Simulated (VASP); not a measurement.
# Cu (Pm-3m) in VASP: a series of runs

The runs below take Cu through single point, relaxation of cell and atoms, with PBEsol.

All numbers are computed with VASP 6.6.1; they aren't measurements. Logs are shortened: lines on timing, memory, paths and dates and some standing lists are left out, and cuts for length are marked.

**1. The cell of the first run**

Symmetry: Pm-3m, No. 221, cubic system. Conventional cell: a = 2.359 Å, b = 2.359 Å, c = 2.359 Å, α = 90.00°, β = 90.00°, γ = 90.00°. Cu (site symmetry m-3m) has 6 Cu at 2.36 Å within 3.1 Å.

**2. Single point, PBEsol**

Input file INCAR:

```
SYSTEM = Cu
  ALGO = Normal
  EDIFF = 1E-6
  ENCUT = 520
  GGA = PS
  ISIF = 2
  ISMEAR = 0
  LASPH = .True.
  LCHARG = .False.
  LREAL = .False.
  LWAVE = .False.
  NBANDS = 12
  NELM = 100
  PREC = Accurate
  SIGMA = 0.1
```

Input file KPOINTS:

```
k-points
0
Gamma
  24 24 24
  0 0 0
```

Input file POSCAR:

```
Cu
1.0
    2.3593650412      0.0000000000      0.0000000000
    0.0000000000      2.3593650412      0.0000000000
    0.0000000000      0.0000000000      2.3593650412
Cu
1
Direct
    0.0000000000      0.0000000000      0.0000000000
```

Potentials or basis: VASP PAW PBE potentials, release 64 (Cu).

Started as:

```console
> cat potpaw_PBE.64/Cu/POTCAR > POTCAR
> mpirun -np 1 vasp_std > vasp.out
```

OUTCAR:

```text
SYSTEM = Cu
   EDIFF = 1E-6
   ENCUT = 520
   GGA = PS
   ISIF = 2
   ISMEAR = 0
   LASPH = .True.
   LREAL = .False.
   NELM = 100
   PREC = Accurate

 ion  position               nearest neighbor table
   1  0.000  0.000  0.000-

  LATTYP: Found a simple cubic cell.
 ALAT       =     2.3593650412

  Lattice vectors:

 A1 = (   2.3593650412,   0.0000000000,   0.0000000000)
 A2 = (   0.0000000000,   2.3593650412,   0.0000000000)
 A3 = (   0.0000000000,   0.0000000000,   2.3593650412)

Analysis of symmetry for initial positions (statically):
=====================================================================
 Subroutine PRICEL returns:
 Original cell was already a primitive cell.

 Routine SETGRP: Setting up the symmetry group for a
 simple cubic supercell.

 Subroutine GETGRP returns: Found 48 space group operations
 (whereof 48 operations were pure point group operations)
 out of a pool of 48 trial point group operations.

The static configuration has the point symmetry O_h .

Analysis of symmetry for dynamics (positions and initial velocities):
=====================================================================
 Subroutine PRICEL returns:
 Original cell was already a primitive cell.

 Routine SETGRP: Setting up the symmetry group for a
 simple cubic supercell.

 Subroutine GETGRP returns: Found 48 space group operations
 (whereof 48 operations were pure point group operations)
 out of a pool of 48 trial point group operations.

The dynamic configuration has the point symmetry O_h .

 Subroutine INISYM returns: Found 48 space group operations
 (whereof 48 operations are pure point group operations),
 and found     1 'primitive' translations

----------------------------------------------------------------------------------------

                                     Primitive cell

  volume of cell :      13.1336

  direct lattice vectors                    reciprocal lattice vectors
     2.359365041  0.000000000  0.000000000     0.423842849  0.000000000  0.000000000
     0.000000000  2.359365041  0.000000000     0.000000000  0.423842849  0.000000000
     0.000000000  0.000000000  2.359365041     0.000000000  0.000000000  0.423842849

  length of vectors
     2.359365041  2.359365041  2.359365041     0.423842849  0.423842849  0.423842849

  position of ions in fractional coordinates (direct lattice)
     0.000000000  0.000000000  0.000000000

[... 76 lines left out ...]
   LREAL  =      F    real-space projection
   EDIFFG = 0.1E-04   stopping-criterion for IOM
   NSW    =      0    number of steps for IOM
   IBRION =     -1    ionic relax: 0-MD 1-quasi-New 2-CG
   NFREE  =      0    steps in history (QN), initial steepest desc. (CG)
   ISIF   =      2    stress and relaxation
   ISYM   =      2    0-nonsym 1-usesym 2-fastsym
   POTIM  = 0.5000    time-step for ionic-motion
   TEBEG  =    0.0;   TEEND  =   0.0 temperature during run
   PSTRESS=    0.0 pullay stress
   NELECT =      11.0000    total number of electrons
   NUPDOWN=      -1.0000    fix difference up-down
   EMIN   =  10.00;   EMAX   =-10.00  energy-range for DOS
   EFERMI =   0.00;   METHOD = LEGACY
   ISMEAR =     0;   SIGMA  =   0.10  broadening in eV -4-tet -1-fermi 0-gaus
   EFERMI_NEDOS =   21; number of points for ismear=-14 and -15
   IALGO  =     38    algorithm
   IMIX   =      4    mixing-type and parameters
     AMIX     =   0.40;   BMIX     =  1.00
     AMIX_MAG =   1.60;   BMIX_MAG =  1.00
  volume/ion in A,a.u.               =      13.13        88.63
  Fermi-wavevector in a.u.,A,eV,Ry     =   1.543159  2.916147 32.400080  2.381339
  Thomas-Fermi vector in A             =   2.648861
   LORBIT       =      0    0 simple, 1 ext, 2 COOP (PROOUT), +10 PAW based schemes
   GGA     = PS    functional components
   LHFCALC =     F    Hartree Fock is set to
   AEXX    =    0.0000 exact exchange contribution
   IVDW    =     0    specifies the selected vdW correction
   LEPSILON=     F    determine dielectric tensor
   LRPA    =     F    only Hartree local field effects (RPA)
 non-spin polarized calculation
 Gauss-broadening in eV      SIGMA  =   0.10
  energy-cutoff  :      520.00
  volume of cell :       13.13
 maximum number of plane-waves:       365
 NGX is ok and might be reduce to    18
   NGX =  9   NGY =  9   NGZ =  9

 number of electron      11.0000026 magnetization

 Free energy of the ion-electron system (eV)
  ---------------------------------------------------
  ext. energy  EPLUGINS =         0.00000000
  ---------------------------------------------------
  free energy    TOTEN  =        -3.78628891 eV

  energy without entropy =       -3.78463777  energy(sigma->0) =       -3.78546334

 E-fermi :   5.9755     XC(G=0): -12.2190

 val. band max:        5.9594416381   @ k =   0.4167   0.2500   0.0417
 cond. band min:       5.9757170646   @ k =   0.3333   0.2917   0.2083
 fundamental gap:      0.0162754265
 Fermi energy:         5.9754884627

 k-point     1 :       0.0000    0.0000    0.0000
  band No.  band energies     occupation
      1      -2.4089      2.00000
      2       1.9795      2.00000
      3       1.9795      2.00000
      4       4.7064      2.00000
      5       4.7064      2.00000
      6       4.7064      2.00000
      7      24.1520      0.00000
      8      24.1520      0.00000
      9      24.1520      0.00000
     10      27.6531      0.00000
     11      27.6531      0.00000
     12      31.7308      0.00000
[... 331 lines left out ...]
 k-point    24 :       0.4583    0.0417    0.0000
  band No.  band energies     occupation
      1       1.5034      2.00000
      2       2.3408      2.00000
      3       3.6699      2.00000
      4       3.8827      2.00000
      5       4.5317      2.00000
      6       4.7650      2.00000
      7       8.5538      0.00000
      8      28.9387      0.00000
      9      30.3091      0.00000
     10      30.5784      0.00000
     11      31.1081      0.00000
     12      34.2325      0.00000

 [... further k-points ...]
[... 5 lines left out ...]
  --------------------------------------------------------------------------------------
  -------------------------------------------------------------------------------------
  Total        0.0431361      0.0431361      0.0431361     -0.0000000     -0.0000000      0.0000000
  in kB        5.2621878      5.2621878      5.2621878     -0.0000000     -0.0000000      0.0000000
  external PRESSURE =       5.2621878 kB  Pullay stress =       0.0000000 kB

 VOLUME and BASIS-vectors are now :
 -----------------------------------------------------------------------------
  energy-cutoff  :      520.00
  volume of cell :       13.13
      direct lattice vectors                 reciprocal lattice vectors
     2.359365041  0.000000000  0.000000000     0.423842849  0.000000000  0.000000000
     0.000000000  2.359365041  0.000000000     0.000000000  0.423842849  0.000000000
     0.000000000  0.000000000  2.359365041     0.000000000  0.000000000  0.423842849

 POSITION                                       TOTAL-FORCE (eV/Angst)
 -----------------------------------------------------------------------------------
      0.00000      0.00000      0.00000         0.000000      0.000000      0.000000
 -----------------------------------------------------------------------------------
    total drift:                                0.000000      0.000000      0.000000

  FREE ENERGIE OF THE ION-ELECTRON SYSTEM (eV)
  ---------------------------------------------------
  free  energy   TOTEN  =        -3.7862889094 eV

  energy  without entropy=       -3.7846377693  energy(sigma->0) =       -3.78546334
```

stdout:

```text
POSCAR found type information on POSCAR Cu
 POSCAR found :  1 types and       1 ions
 scaLAPACK will be used
 -----------------------------------------------------------------------------
|                                                                             |
|                                                                             |
|     You enforced a specific xc type in the INCAR file but a different       |
|     I HOPE YOU KNOW WHAT YOU ARE DOING!                                     |
|                                                                             |
 -----------------------------------------------------------------------------

 LDA part: xc-table for (Slater+PW92), standard interpolation
 POSCAR, INCAR and KPOINTS ok, starting setup
 FFT: planning ... GRIDC
 FFT: planning ... GRID_SOFT
 FFT: planning ... GRID
 WAVECAR not read
 entering main loop
```

Wall time 19 s (1 thread of Intel Xeon 6975P-C (Granite Rapids), shared host); peak memory 0.17 GiB.

Results:

```
Free energy : -3.7863 eV
Pressure    : 0.5 GPa
```

Caveat: the PAW data sets were made with another functional, which shifts forces and pressure a little.

**3. Relaxation of cell and atoms, PBEsol**

Input file INCAR:

```
SYSTEM = Cu
  ALGO = Normal
  EDIFF = 1E-6
  EDIFFG = -0.01
  ENCUT = 600
  GGA = PS
  IBRION = 2
  ISIF = 3
  ISMEAR = 0
  LASPH = .TRUE.
  LCHARG = .FALSE.
  LREAL = .FALSE.
  LWAVE = .FALSE.
  NELM = 80
  NSW = 100
  PREC = Accurate
  SIGMA = 0.1
```

Input file KPOINTS:

```
k-points
0
G
  24 24 24
  0 0 0
```

POSCAR is that of step 2.

Potentials or basis: VASP PAW PBE potentials, release 64 (Cu).

Started as:

```console
> cat potpaw_PBE.64/Cu/POTCAR > POTCAR
> mpirun -np 1 vasp_std > vasp.out
```

It took 34 s on 1 thread of Intel Xeon 6975P-C (Granite Rapids), shared host; peak memory 0.19 GiB.

It converged, with:

```
Free energy                            : -3.7865 eV
Relaxed volume                         : 13.19 Å³/atom
Relaxed cell                           : a = 2.363 Å, b = 2.363 Å, c = 2.363 Å, α = 90.00°, β = 90.00°, γ = 90.00°
Space group after relaxing (to 0.05 Å) : Pm-3m (No. 221)
Energy gained by relaxing              : 0.1 meV/atom
Ionic steps                            : 3
Pressure after relaxing                : 0.0 GPa
```

Step by step:
```csv
step,energy change (eV),largest force (eV/Å),pressure (GPa),volume (Å³)
1,0.0000,0.0000,0.55,13.13
2,-0.0001,0.0000,-0.15,13.22
3,-0.0001,0.0000,0.00,13.19
```

Final structure:
```cif
data_structure
_symmetry_space_group_name_H-M 'P 1'
_symmetry_Int_Tables_number 1
_cell_length_a 2.3630
_cell_length_b 2.3630
_cell_length_c 2.3630
_cell_angle_alpha 90.000
_cell_angle_beta 90.000
_cell_angle_gamma 90.000
_cell_volume 13.19
loop_
_atom_site_label
_atom_site_type_symbol
_atom_site_fract_x
_atom_site_fract_y
_atom_site_fract_z
_atom_site_occupancy
Cu1 Cu 0.00000 0.00000 0.00000 1
```

Levels at points of the mesh, in eV from the Fermi level:
```csv
k point,band 3,band 4,band 5,band 6,band 7,band 8
"(0.00, 0.00, 0.00)",-3.98,-1.27,-1.27,-1.27,18.13,18.13
"(0.50, 0.00, 0.00)",-2.10,-2.10,-1.47,-1.19,2.20,23.87
"(0.50, 0.50, 0.00)",-1.94,-1.94,-0.70,4.37,4.37,9.24
"(0.50, 0.50, 0.50)",-3.62,-0.65,-0.65,10.40,10.40,10.40
```

Caveat: the PAW data sets were made with another functional, which shifts forces and pressure a little.
